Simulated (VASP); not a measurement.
The system is InGa3P4.

```
In Ga P
1.0
     3.84904    0.00000    0.00000
     0.00000    3.84904    0.00000
     0.00000    0.00000   10.88674
In Ga P
1 3 4
Direct
  0.50000 0.50000 0.00000
  0.00000 0.00000 0.75000
  0.00000 0.00000 0.25000
  0.50000 0.50000 0.50000
  0.50000 0.00000 0.87500
  0.00000 0.50000 0.12500
  0.50000 0.00000 0.37500
  0.00000 0.50000 0.62500
```

* Program: VASP 6.6.1
* Task: relaxation of cell and atoms
* Functional: PBE
* Potentials or basis: VASP PAW PBE potentials, release 64 (In_d, Ga_d, P)
* Cutoff: 600 eV
* k mesh: 4 × 4 × 2
* Occupations: gaussian, width 0.1 eV
* Spin: no spin polarisation

At the start: pressure 9.7 GPa; volume 20.16 Å³/atom.

Problem. How do energy, volume and symmetry change on relaxing?

Solution. Over 10 steps the energy falls by 101.3 meV/atom and the volume is 22.22 Å³/atom (+10.2 %); space group P-4m2 (No. 115, to 0.1 Å) before and after.

Step by step:
```tsv
step	energy change (eV)	largest force (eV/Å)	pressure (GPa)	volume (Å³)
1	0.0000	2.2196	9.69	161.29
2	-0.5325	0.5398	-4.33	191.45
3	-0.6800	0.6888	-0.82	180.75
4	-0.7397	0.3992	-0.38	179.14
5	-0.7762	0.3485	0.52	176.51
6	-0.8003	0.2418	-0.10	177.88
7	-0.8045	0.2051	-0.44	178.72
8	-0.8096	0.0347	0.26	176.96
9	-0.8099	0.0448	0.13	177.28
10	-0.8102	0.0206	-0.05	177.74
```

Final structure:
```cif
data_structure
_symmetry_space_group_name_H-M 'P 1'
_symmetry_Int_Tables_number 1
_cell_length_a 3.9842
_cell_length_b 3.9842
_cell_length_c 11.1970
_cell_angle_alpha 90.000
_cell_angle_beta 90.000
_cell_angle_gamma 90.000
_cell_volume 177.74
loop_
_atom_site_label
_atom_site_type_symbol
_atom_site_fract_x
_atom_site_fract_y
_atom_site_fract_z
_atom_site_occupancy
In1 In 0.50000 0.50000 0.00000 1
Ga1 Ga 0.00000 0.00000 0.74005 1
Ga2 Ga 0.00000 0.00000 0.25995 1
Ga3 Ga 0.50000 0.50000 0.50000 1
P1 P 0.50000 0.00000 0.85885 1
P2 P 0.00000 0.50000 0.14115 1
P3 P 0.50000 0.00000 0.38019 1
P4 P 0.00000 0.50000 0.61981 1
```
